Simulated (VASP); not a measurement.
# Si23H4O48 (a cell with a defect) in VASP: notebook, part 3 of 3

VASP 6.6.1. Earlier steps stand in the parts before.

## Step 5: Single point, PBE

Contents of INCAR:

```
SYSTEM = Si23H4O48
ALGO     = Normal         ! electronic algorithm
EDIFF    = 1E-7           ! SCF threshold, eV
ENCUT    = 520            ! plane-wave cutoff, eV
GGA      = PE             ! functional
ISIF     = 2              ! what is computed and relaxed
ISMEAR   = 0              ! smearing method
LASPH    = .True.         ! aspherical terms in the spheres
LCHARG   = .False.        ! write CHGCAR
LREAL    = Auto         
LWAVE    = .False.        ! write WAVECAR
NBANDS   = 235            ! bands
NELM     = 60             ! most SCF steps
PREC     = Accurate       ! precision mode
SIGMA    = 0.02           ! smearing width, eV
```

Contents of KPOINTS:

```
k-points
0
Gamma
  1 1 1
  0 0 0
```

Contents of POSCAR:

```
Si23H4O48
1.0
    9.8316000000      0.0000000000      0.0000000000
   -4.9158000000      8.5144150000      0.0000000000
    0.0000000000      0.0000000000     10.8182000000
Si O H
23 48 4
Direct
    0.2668430000      0.0009767400      0.1634700000
    0.0028516000      0.2703680000      0.3357050000
    0.2306050000      0.2354080000      0.0001007300
    0.2653480000      0.9977494000      0.6636500000
    0.9932126000      0.2663560000      0.8350300000
    0.2323110000      0.2285110000      0.5017520000
    0.2682820000      0.5027390000      0.1672110000
    0.9997803800      0.7676140000      0.3331480000
    0.2338640000      0.7330290000      0.9966533000
    0.9989205000      0.7666930000      0.8327140000
    0.2344290000      0.7356140000      0.4976220000
    0.7692410000      0.0042952000      0.1672390000
    0.4984520000      0.2670890000      0.3326380000
    0.7266420000      0.2320240000      0.0002954000
    0.7657180000      0.0012322000      0.6669000000
    0.4945750000      0.2657660000      0.8320270000
    0.7327730000      0.2338080000      0.4992370000
    0.7651740000      0.5008340000      0.1672980000
    0.5011880000      0.7703670000      0.3320530000
    0.7350830000      0.7369020000      0.0012113000
    0.7631940000      0.4995590000      0.6663380000
    0.5046480000      0.7692100000      0.8316280000
    0.7327490000      0.7354920000      0.4996880000
    0.0687650000      0.2066210000      0.4462400000
    0.2961240000      0.3658270000      0.1099080000
    0.1402060000      0.4347450000      0.2786630000
    0.2024600000      0.0698960000      0.0553950000
    0.3623780000      0.2944360000      0.3913610000
    0.4306990000      0.1384180000      0.2213530000
    0.0654320000      0.2098730000      0.9457150000
    0.3038820000      0.3517710000      0.6166480000
    0.1356700000      0.4290170000      0.7780800000
    0.1997120000      0.0574320000      0.5499300000
    0.3584550000      0.2958220000      0.8879650000
    0.4284840000      0.1364520000      0.7217280000
    0.0679010000      0.7063220000      0.4438320000
    0.2991160000      0.8684090000      0.1031500000
    0.1368330000      0.9300380000      0.2735220000
    0.2040780000      0.5698520000      0.0580140000
    0.3639780000      0.7993980000      0.3865800000
    0.4342950000      0.6406840000      0.2215190000
    0.0677460000      0.7049810000      0.9423610000
    0.2993620000      0.8643310000      0.6090240000
    0.1350350000      0.9300380000      0.7738950000
    0.2058530000      0.5699500000      0.5554350000
    0.3593880000      0.7870590000      0.8833780000
    0.4574520000      0.6484340000      0.7143040000
    0.5683340000      0.2046660000      0.4411890000
    0.7907210000      0.3628830000      0.1097040000
    0.6344730000      0.4331810000      0.2768560000
    0.7032200000      0.0691220000      0.0573170000
    0.8658290000      0.2991990000      0.3913950000
    0.9337440000      0.1415760000      0.2241200000
    0.5617480000      0.2046160000      0.9436860000
    0.7914020000      0.3622690000      0.6109670000
    0.6303510000      0.4323090000      0.7751710000
    0.7053660000      0.0690910000      0.5554790000
    0.8539980000      0.2927100000      0.8882170000
    0.9307640000      0.1366270000      0.7244910000
    0.5684650000      0.7078670000      0.4422990000
    0.7990200000      0.8685060000      0.1101390000
    0.6394420000      0.9356300000      0.2772850000
    0.7054800000      0.5714430000      0.0574340000
    0.8637870000      0.7971160000      0.3899890000
    0.9305870000      0.6356190000      0.2243800000
    0.5697540000      0.7090080000      0.9453830000
    0.7944690000      0.8645580000      0.6107280000
    0.6368080000      0.9393260000      0.7782680000
    0.7041320000      0.5699330000      0.5561050000
    0.8633810000      0.7966100000      0.8896810000
    0.9285160000      0.6335080000      0.7246220000
    0.4504065100      0.5107946500      0.7293930800
    0.2297450000      0.3561110000      0.6755540000
    0.3027980000      0.5849670000      0.5956360000
    0.1163320000      0.4796660000      0.7069560000
```

Launch:

```sh
$ cat potpaw_PBE.64/Si/POTCAR potpaw_PBE.64/O/POTCAR potpaw_PBE.64/H/POTCAR > POTCAR
$ mpirun -np 1 vasp_gam > vasp.out
```

Wall time 4.6 min (1 thread of Intel Xeon 6975P-C (Granite Rapids), shared host); peak memory 0.98 GiB.

Results (log left out):

```
Free energy            : -572.1447 eV
Pressure               : 2.3 GPa
Largest force          : 5.166 eV/Å
Band gap on the k mesh : 5.26 eV
```

Forces in eV/Å, atoms in the order of the input:
```
Si   0.041 -0.052  0.002
Si  -0.044  0.043 -0.047
Si  -0.127 -0.030  0.109
Si   0.047 -0.130  0.017
Si   0.002  0.011 -0.013
Si   0.032 -0.193 -0.278
Si   0.000  0.054 -0.027
Si  -0.014 -0.002  0.005
Si   0.091  0.007 -0.101
Si  -0.018  0.013  0.054
Si   0.025 -0.041  0.017
Si   0.008 -0.046 -0.020
Si   0.040  0.010 -0.031
Si   0.051 -0.032  0.031
Si  -0.056 -0.137  0.060
Si   0.122 -0.239  0.136
Si   0.024 -0.060 -0.003
Si   0.009  0.026 -0.014
Si   0.011 -0.004  0.032
Si  -0.163  0.004 -0.060
Si   0.151  0.141 -0.178
Si   0.109 -0.520 -0.284
Si  -0.108  0.025  0.072
O    0.083  0.036  0.086
O    0.012 -0.034 -0.032
O    0.009 -0.029  0.014
O    0.013  0.045 -0.029
O   -0.049 -0.004  0.064
O   -0.017  0.022  0.014
O    0.038  0.008 -0.001
O    0.142  0.137  0.262
O    0.017 -0.097  0.008
O   -0.026  0.086  0.004
O    0.052  0.062 -0.117
O   -0.026  0.088  0.017
O   -0.014  0.016 -0.011
O   -0.034  0.025  0.028
O    0.011  0.010 -0.010
O    0.005 -0.020  0.034
O   -0.010 -0.005 -0.002
O   -0.012 -0.010  0.003
O   -0.031  0.006 -0.014
O   -0.046  0.041 -0.003
O    0.022  0.032 -0.030
O   -0.109 -0.035 -0.055
O   -0.152  0.054  0.149
O    2.228 -4.333  0.444
O   -0.020  0.018 -0.002
O   -0.016 -0.013 -0.012
O   -0.001 -0.017  0.009
O    0.000  0.028  0.000
O    0.004 -0.009  0.012
O    0.005  0.027  0.026
O   -0.056  0.042 -0.053
O   -0.044  0.014  0.036
O   -0.199  0.002  0.012
O   -0.006  0.050 -0.023
O   -0.022 -0.007  0.013
O    0.024  0.039  0.006
O    0.010  0.013 -0.047
O    0.012  0.026  0.024
O    0.008  0.009 -0.009
O    0.036 -0.029  0.020
O    0.015 -0.011  0.001
O   -0.009  0.002  0.008
O    0.130  0.056  0.198
O    0.034  0.017 -0.045
O    0.053  0.198 -0.015
O    0.047 -0.067  0.040
O    0.048 -0.010 -0.006
O   -0.034 -0.046  0.000
H   -2.399  4.517 -0.727
H   -0.190  0.083  0.098
H    0.229  0.039  0.194
H    0.005  0.078 -0.061
```

Stress tensor (GPa, compression positive):
```
 2.21  0.57 -0.15
 0.57  2.08 -0.09
-0.15 -0.09  2.48
```

Levels at points of the mesh, in eV from the valence-band top:
```
           k point  band 190  band 191  band 192  band 193  band 194  band 195
(0.00, 0.00, 0.00)     -0.36     -0.27      0.00      5.26      6.17      7.51
```

Caveat: the k points lie up to 0.74 Å⁻¹ apart.

## Step 6: Single point, PBE

Contents of INCAR:

```
PREC = Accurate
ENCUT = 520
EDIFF = 1E-7
ISMEAR = 0
SIGMA = 0.02
LREAL = Auto
LASPH = T
NELM = 80
ALGO = Normal
ISIF = 2
LWAVE = F
LCHARG = F
GGA = PE
NBANDS = 235
```

Contents of KPOINTS:

```
Automatic mesh
0
Gamma
  1 1 1
```

POSCAR, as its differences from that of step 5:

```diff
@@ -79,3 +79,3 @@
     0.9285160000      0.6335080000      0.7246220000
-    0.4504065100      0.5107946500      0.7293930800
+    0.4533200600      0.5677131800      0.7231532400
     0.2297450000      0.3561110000      0.6755540000
```

Potentials or basis: VASP PAW PBE potentials, release 64 (Si, O, H).

Launch:

```sh
$ cat potpaw_PBE.64/Si/POTCAR potpaw_PBE.64/O/POTCAR potpaw_PBE.64/H/POTCAR > POTCAR
$ mpirun -np 1 vasp_gam > vasp.out
```

OUTCAR:

```text
PREC = Accurate
   ENCUT = 520
   EDIFF = 1E-7
   ISMEAR = 0
   LREAL = Auto
   LASPH = T
   NELM = 80
   ISIF = 2
   GGA = PE

 ion  position               nearest neighbor table
   1  0.267  0.001  0.163-  29 1.62  37 1.62  38 1.63  27 1.63   3 3.06  13 3.07   9 3.07   8 3.08

   2  0.003  0.270  0.336-  26 1.62  52 1.62  24 1.63  53 1.63  17 3.06   7 3.06   6 3.07  12 3.07

   3  0.231  0.235  0.000-  27 1.62  30 1.62  25 1.63  34 1.63   7 3.06  16 3.06   1 3.06   5 3.07
[... 83 lines left out ...]
  70  0.863  0.797  0.890-  10 1.62  20 1.63
  71  0.929  0.634  0.725-  21 1.62  10 1.63
  72  0.453  0.568  0.723-  47 0.78
  73  0.230  0.356  0.676-  31 0.99
  74  0.303  0.585  0.596-  45 0.99
  75  0.116  0.480  0.707-  32 0.99

  LATTYP: Found a hexagonal cell.
 ALAT       =     9.8316000000
 C/A-ratio  =     1.1003498922

  Lattice vectors:

 A1 = (   9.8316000000,   0.0000000000,   0.0000000000)
 A2 = (  -4.9158000000,   8.5144150000,   0.0000000000)
 A3 = (   0.0000000000,   0.0000000000,  10.8182000000)

Analysis of symmetry for initial positions (statically):
=====================================================================
 Subroutine PRICEL returns:
 Original cell was already a primitive cell.

 Routine SETGRP: Setting up the symmetry group for a
 hexagonal supercell.

 Subroutine GETGRP returns: Found  1 space group operations
 (whereof  1 operations were pure point group operations)
 out of a pool of 24 trial point group operations.

The static configuration has the point symmetry C_1 .

Analysis of symmetry for dynamics (positions and initial velocities):
=====================================================================
 Subroutine PRICEL returns:
 Original cell was already a primitive cell.

 Routine SETGRP: Setting up the symmetry group for a
 hexagonal supercell.

 Subroutine GETGRP returns: Found  1 space group operations
 (whereof  1 operations were pure point group operations)
 out of a pool of 24 trial point group operations.

The dynamic configuration has the point symmetry C_1 .

 Subroutine INISYM returns: Found  1 space group operations
 (whereof  1 operations are pure point group operations),
 and found     1 'primitive' translations

----------------------------------------------------------------------------------------

                                     Primitive cell

  volume of cell :     905.5950

  direct lattice vectors                    reciprocal lattice vectors
     9.831600000  0.000000000  0.000000000     0.101712844  0.058723941  0.000000000
    -4.915800000  8.514415000  0.000000000     0.000000000  0.117447881  0.000000000
     0.000000000  0.000000000 10.818200000     0.000000000  0.000000000  0.092436819

  length of vectors
     9.831600000  9.831599688 10.818200000     0.117447877  0.117447881  0.092436819

  position of ions in fractional coordinates (direct lattice)
     0.266843000  0.000976740  0.163470000
[... 167 lines left out ...]

  Length of vectors
     0.117447877  0.117447881  0.092436819

  Shift w.r.t. Gamma in fractional coordinates (k-lattice)
     0.000000000  0.000000000  0.000000000

 Subroutine IBZKPT returns following result:
 ===========================================

 Found      1 irreducible k-points:

 Following reciprocal coordinates:
            Coordinates               Weight
  0.000000  0.000000  0.000000      1.000000
   k-points           NKPTS =      1   k-points in BZ     NKDIM =      1   number of bands    NBANDS=    235
   number of dos      NEDOS =    301   number of ions     NIONS =     75
   total plane-waves  NPLWV = 512000
   dimension x,y,z NGX =    80 NGY =   80 NGZ =   80
   dimension x,y,z NGXF=   160 NGYF=  160 NGZF=  160
   ions per type =              23  48   4
   NGX,Y,Z   is equivalent  to a cutoff of  13.53, 13.53, 12.29 a.u.
   NGXF,Y,Z  is equivalent  to a cutoff of  27.05, 27.05, 24.59 a.u.
 SYSTEM =  unknown system
   PREC   = accura    normal or accurate (medium, high low for compatibility)
   ISTART =      0    job   : 0-new  1-cont  2-samecut
   ICHARG =      2    charge: 1-file 2-atom 10-const
   ISPIN  =      1    spin polarized calculation?
   LNONCOLLINEAR =      F non collinear calculations
   LSORBIT =      F    spin-orbit coupling
   LASPH  =      T    aspherical Exc in radial PAW
   ENCUT  =  520.0 eV  38.22 Ry    6.18 a.u.  18.28 18.28 20.11*2*pi/ulx,y,z
   NELM   =     80;   NELMIN=  2; NELMDL= -5     # of ELM steps
   EDIFF  = 0.1E-06   stopping-criterion for ELM
   LREAL  =      T    real-space projection
   EDIFFG = 0.1E-05   stopping-criterion for IOM
   NSW    =      0    number of steps for IOM
   IBRION =     -1    ionic relax: 0-MD 1-quasi-New 2-CG
   NFREE  =      0    steps in history (QN), initial steepest desc. (CG)
   ISIF   =      2    stress and relaxation
   ISYM   =      2    0-nonsym 1-usesym 2-fastsym
   POTIM  = 0.5000    time-step for ionic-motion
   TEBEG  =    0.0;   TEEND  =   0.0 temperature during run
   PSTRESS=    0.0 pullay stress
   NELECT =     384.0000    total number of electrons
   NUPDOWN=      -1.0000    fix difference up-down
   EMIN   =  10.00;   EMAX   =-10.00  energy-range for DOS
   EFERMI =   0.00;   METHOD = LEGACY
   ISMEAR =     0;   SIGMA  =   0.02  broadening in eV -4-tet -1-fermi 0-gaus
   EFERMI_NEDOS =   21; number of points for ismear=-14 and -15
   IALGO  =     38    algorithm
   IMIX   =      4    mixing-type and parameters
     AMIX     =   0.40;   BMIX     =  1.00
     AMIX_MAG =   1.60;   BMIX_MAG =  1.00
  volume/ion in A,a.u.               =      12.07        81.48
  Fermi-wavevector in a.u.,A,eV,Ry     =   1.229912  2.324196 20.581296  1.512683
  Thomas-Fermi vector in A             =   2.364781
   LORBIT       =      0    0 simple, 1 ext, 2 COOP (PROOUT), +10 PAW based schemes
   GGA     = PE    functional components
   LHFCALC =     F    Hartree Fock is set to
   AEXX    =    0.0000 exact exchange contribution
   IVDW    =     0    specifies the selected vdW correction
   LEPSILON=     F    determine dielectric tensor
   LRPA    =     F    only Hartree local field effects (RPA)
 non-spin polarized calculation
 Gauss-broadening in eV      SIGMA  =   0.02
  energy-cutoff  :      520.00
  volume of cell :      905.60
 maximum number of plane-waves:     12195
 NGX is ok and might be reduce to    80
   NGX = 37   NGY = 37   NGZ = 41

 number of electron     384.0000017 magnetization

 Free energy of the ion-electron system (eV)
  ---------------------------------------------------
  ext. energy  EPLUGINS =         0.00000000
  ---------------------------------------------------
  free energy    TOTEN  =      -571.99804260 eV

  energy without entropy =     -571.99804260  energy(sigma->0) =     -571.99804260

 E-fermi :   1.2817     XC(G=0):  -9.2346

 val. band max:        1.1035110579   @ k =   0.0000   0.0000   0.0000
 cond. band min:       6.8082375998   @ k =   0.0000   0.0000   0.0000
 fundamental gap:      5.7047265419
 Fermi energy:         1.2816516319

 k-point     1 :       0.0000    0.0000    0.0000
  band No.  band energies     occupation
      1     -18.7400      2.00000
      2     -18.2992      2.00000
      3     -17.9010      2.00000
      4     -17.8964      2.00000
      5     -17.8737      2.00000
      6     -17.8543      2.00000
[... 196 lines left out ...]
    203       9.8036      0.00000
    204       9.8391      0.00000
 [bands above 204 left out]

------------------------ aborting loop because EDIFF is reached ----------------------------------------

  FORCE on cell =-STRESS in cart. coord.  units (eV):
  Direction    XX          YY          ZZ          XY          YZ          ZX
  --------------------------------------------------------------------------------------
  -------------------------------------------------------------------------------------
  Total       17.2328499     29.4480745     14.1890503     -6.0372926     -2.4889743      0.6276737
  in kB       30.4883322     52.0994890     25.1032464    -10.6811690     -4.4034896      1.1104794
  external PRESSURE =      35.8970225 kB  Pullay stress =       0.0000000 kB

 VOLUME and BASIS-vectors are now :
 -----------------------------------------------------------------------------
  energy-cutoff  :      520.00
  volume of cell :      905.60
      direct lattice vectors                 reciprocal lattice vectors
     9.831600000  0.000000000  0.000000000     0.101712844  0.058723941  0.000000000
    -4.915800000  8.514415000  0.000000000     0.000000000  0.117447881  0.000000000
     0.000000000  0.000000000 10.818200000     0.000000000  0.000000000  0.092436819

 POSITION                                       TOTAL-FORCE (eV/Angst)
 -----------------------------------------------------------------------------------
      2.61869      0.00832      1.76845         0.005437      0.014833     -0.003430
     -1.30104      2.30203      3.63172         0.009244      0.006118      0.021693
      1.11000      2.00436      0.00109         0.023259      0.004086     -0.047139
     -2.29594      8.49525      7.17950         0.004958      0.044699      0.009909
      8.45552      2.26787      9.03352         0.027277     -0.011505      0.027986
      1.16067      1.94564      5.42805        -0.009165      0.053931      0.040518
[... 67 lines left out ...]
      0.10141      4.98065      6.44371         0.037612     -0.032247     -0.011099
     -1.21421      4.08408      7.64799        -0.024224      0.040247     -0.057159
 -----------------------------------------------------------------------------------
    total drift:                               -0.020343      0.003198     -0.013678

  FREE ENERGIE OF THE ION-ELECTRON SYSTEM (eV)
  ---------------------------------------------------
  free  energy   TOTEN  =      -571.9980426021 eV

  energy  without entropy=     -571.9980426021  energy(sigma->0) =     -571.99804260
```

It took 12 min on 1 thread of Intel Xeon 8259CL, shared host; peak memory 0.96 GiB.

Results:

```
Free energy            : -571.9980 eV
Pressure               : 3.6 GPa
Largest force          : 20.476 eV/Å
Band gap on the k mesh : 5.70 eV
```

Forces on the atoms (eV/Å):
```
Si    0.005   0.015  -0.003
Si    0.009   0.006   0.022
Si    0.023   0.004  -0.047
Si    0.005   0.045   0.010
Si    0.027  -0.012   0.028
Si   -0.009   0.054   0.041
Si    0.016  -0.025   0.007
Si   -0.010   0.015  -0.001
Si   -0.033  -0.022   0.031
Si    0.001   0.005  -0.020
Si   -0.048   0.031  -0.025
Si    0.013   0.019   0.002
Si   -0.020   0.008   0.013
Si   -0.026  -0.003  -0.007
Si    0.024   0.043  -0.027
Si   -0.058   0.095  -0.043
Si   -0.014   0.008   0.005
Si    0.009  -0.010   0.004
Si   -0.006   0.011  -0.005
Si    0.055  -0.017   0.024
Si   -0.046  -0.044   0.054
Si   -0.136   0.277   0.036
Si    0.029  -0.037  -0.020
O    -0.021   0.002  -0.030
O    -0.017   0.009   0.003
O     0.008   0.003  -0.006
O     0.014  -0.008   0.018
O     0.007  -0.012  -0.015
O    -0.008   0.001   0.001
O    -0.015   0.008  -0.006
O    -0.002  -0.009  -0.087
O     0.026   0.015   0.010
O     0.012  -0.021   0.001
O    -0.013  -0.033   0.047
O    -0.009  -0.028  -0.006
O     0.011   0.005   0.001
O     0.000  -0.016  -0.017
O     0.013  -0.012  -0.007
O     0.008   0.018  -0.009
O     0.001  -0.017   0.011
O    -0.005   0.011   0.002
O     0.011   0.009  -0.004
O     0.008  -0.028  -0.009
O     0.008  -0.014  -0.002
O    -0.010  -0.019   0.031
O     0.061  -0.036  -0.044
O    -9.203  17.866  -2.170
O     0.005   0.007  -0.007
O    -0.009  -0.003  -0.004
O     0.013   0.004  -0.008
O     0.014  -0.006   0.004
O     0.000  -0.012   0.005
O    -0.014   0.002  -0.004
O     0.019  -0.006   0.012
O     0.007  -0.011  -0.021
O     0.070  -0.008  -0.008
O     0.013  -0.009   0.015
O     0.011  -0.013   0.003
O    -0.015   0.001   0.004
O    -0.004   0.014   0.005
O    -0.015  -0.014  -0.019
O     0.006  -0.012  -0.002
O     0.000   0.018  -0.001
O    -0.007  -0.007   0.009
O    -0.009   0.009   0.006
O    -0.062  -0.019  -0.109
O    -0.027  -0.016   0.008
O     0.000  -0.068   0.011
O    -0.001   0.035  -0.010
O    -0.020  -0.010   0.013
O     0.005   0.019   0.010
H     9.302 -18.096   2.295
H     0.006   0.033   0.074
H     0.038  -0.032  -0.011
H    -0.024   0.040  -0.057
```

Stress tensor (GPa, compression positive):
```
 3.05 -1.07  0.11
-1.07  5.21 -0.44
 0.11 -0.44  2.51
```

Caveat: the k points lie up to 0.74 Å⁻¹ apart.

## Step 7: The runs side by side

```tsv
cell	gap on the mesh (eV)	pressure (GPa)	largest force (eV/Å)
as given, atomic positions A	5.70	2.5	2.15
as given, atomic positions B	5.67	2.4	3.98
as given, atomic positions C	5.57	2.3	4.98
as given, atomic positions D	5.26	2.3	5.17
as given, atomic positions E	5.70	3.6	20.48
```

Alike in all rows: task single point; level PBE; potentials or basis VASP PAW PBE potentials, release 64 (Si, O, H); no spin polarisation; k mesh 1 × 1 × 1; cutoff (eV) 520; smearing gaussian 0.02 eV.

Caveats: all runs use coarse meshes.

Total energies depend on the potentials used, so only differences within one code and one set of settings carry meaning.
